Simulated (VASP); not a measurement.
A run of VASP 6.6.1:

Contents of INCAR:

```
PREC = Accurate ; ENCUT = 520
EDIFF = 1E-7 ; ISMEAR = 0
SIGMA = 0.01 ; LREAL = False
LASPH = True ; NELM = 80
ALGO = Normal ; ISIF = 2
LWAVE = False ; LCHARG = True
GGA = PS ; LELF = True
LVHAR = True ; NBANDS = 31
```

KPOINTS

```
Automatic mesh
0
Gamma
  8 8 8
```

File POSCAR:

```
Si7Ge
1.0
    5.3693237843      0.0000000000      0.0000000000
    0.0000000000      5.3693237843      0.0000000000
    0.0000000000      0.0000000000      5.3693237843
Si Ge
7 1
Direct
    0.2525733437      0.2525733437      0.2525733437
    0.0000000000      0.5000000000      0.5000000000
    0.5000000000      0.5000000000      0.0000000000
    0.5000000000      0.0000000000      0.5000000000
    0.7474266563      0.2525733437      0.7474266563
    0.7474266563      0.7474266563      0.2525733437
    0.2525733437      0.7474266563      0.7474266563
    0.0000000000      0.0000000000      0.0000000000
```

Potentials or basis: VASP PAW PBE potentials, release 64 (Si, Ge_d).

Command:

```bash
$ cat potpaw_PBE.64/Si/POTCAR potpaw_PBE.64/Ge_d/POTCAR > POTCAR
$ mpirun -np 1 vasp_std > vasp.out
```

Hardware: 1 thread of Intel(R) Xeon(R) Platinum 8559C (Emerald Rapids), with other jobs on the host.

Problem. Estimate the wall time of this run.

Solution. Run time: 60 s on 1 thread of Intel(R) Xeon(R) Platinum 8559C (Emerald Rapids), with other jobs on the host, peak memory 0.32 GiB. Counts: scf iterations 13, k points 35.
